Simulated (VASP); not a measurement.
Set up this calculation in VASP 6.6.1, as the native input.

```yaml
Task: single point
Functional: PBEsol-based screened hybrid with 25 % exact exchange
Potentials_or_basis: VASP PAW PBE potentials, release 64 (Mn_pv, O)
Cutoff: 520 eV
k_mesh: 5 × 5 × 5
Occupations: fermi-dirac, width 0.05 eV
Spin: collinear spin, ferromagnetic start
Starting_moments: "[4.0, 0.0] μB"
Dipole_correction: no
Grid_for_exact_exchange_PRECFOCK: Normal
Share_of_exact_exchange: 0.25
Further_INCAR_settings: ALGO = Normal; EDIFF = 1e-06; NBANDS = 20
Screening_parameter: 0.207 1/Å
```

The system is MnO.

```xyz
2
Lattice="2.6724 0.0000 0.0000 0.0000 2.6724 0.0000 0.0000 0.0000 2.6724" Properties=species:S:1:pos:R:3 pbc="T T T"
Mn    0.0000    0.0000    0.0000
O     1.3362    1.3362    1.3362
```

One way to write it, as run:

POSCAR

```
MnO
1.0
    2.6723886600      0.0000000000      0.0000000000
    0.0000000000      2.6723886600      0.0000000000
    0.0000000000      0.0000000000      2.6723886600
Mn O
1 1
Direct
    0.0000000000      0.0000000000      0.0000000000
    0.5000000000      0.5000000000      0.5000000000
```

INCAR.step1

```
SYSTEM = MnO
  ALGO = Normal
  EDIFF = 1E-5
  ENCUT = 520
  GGA = PE
  ISIF = 2
  ISMEAR = -1
  ISPIN = 2
  LASPH = .True.
  LCHARG = .False.
  LMAXMIX = 4
  LORBIT = 11
  LREAL = .False.
  LWAVE = .True.
  MAGMOM = 4 0
  NBANDS = 20
  NELM = 150
  PREC = Accurate
  SIGMA = 0.05
```

INCAR.step2

```
SYSTEM = MnO
  AEXX = 0.25
  ALGO = Normal
  EDIFF = 1E-6
  ENCUT = 520
  GGA = PS
  HFSCREEN = 0.207
  ISIF = 2
  ISMEAR = -1
  ISPIN = 2
  ISTART = 1
  LASPH = .True.
  LCHARG = .False.
  LHFCALC = .True.
  LMAXMIX = 4
  LORBIT = 11
  LREAL = .False.
  LWAVE = .False.
  MAGMOM = 4 0
  NBANDS = 20
  NELM = 150
  PREC = Accurate
  PRECFOCK = Normal
  SIGMA = 0.05
```

KPOINTS

```
k-points
0
Gamma
  5 5 5
  0 0 0
```

Potentials or basis: VASP PAW PBE potentials, release 64 (Mn_pv, O).

Launch:

```bash
$ cat potpaw_PBE.64/Mn_pv/POTCAR potpaw_PBE.64/O/POTCAR > POTCAR
$ cp INCAR.step1 INCAR
$ mpirun -np 1 vasp_std > vasp.out
$ cp INCAR.step2 INCAR
$ mpirun -np 1 vasp_std > vasp.out
```

Results of the run:

- Pressure: 11.5 GPa
- Band gap on the k mesh: 1.99 eV (least direct gap 2.99 eV)
- Net moment: 4.99 μB per cell
- Site moments: Mn +4.57; O +0.23 μB
- Valence electrons inside the program's atomic spheres: Mn 11.37; O 5.03

Caveat: the k points lie up to 0.47 Å⁻¹ apart; the PAW data sets were made with another functional, which shifts forces and pressure a little; an odd mesh through Γ misses points on the zone boundary, where band edges can lie; a cell with one magnetic atom can't hold antiferromagnetic order, which such compounds often take.

Run time: 14 min on 1 thread of Intel(R) Xeon(R) Platinum 8259CL CPU @ 2.50GHz (Skylake/Cascade Lake) (shared host), peak memory 0.24 GiB.
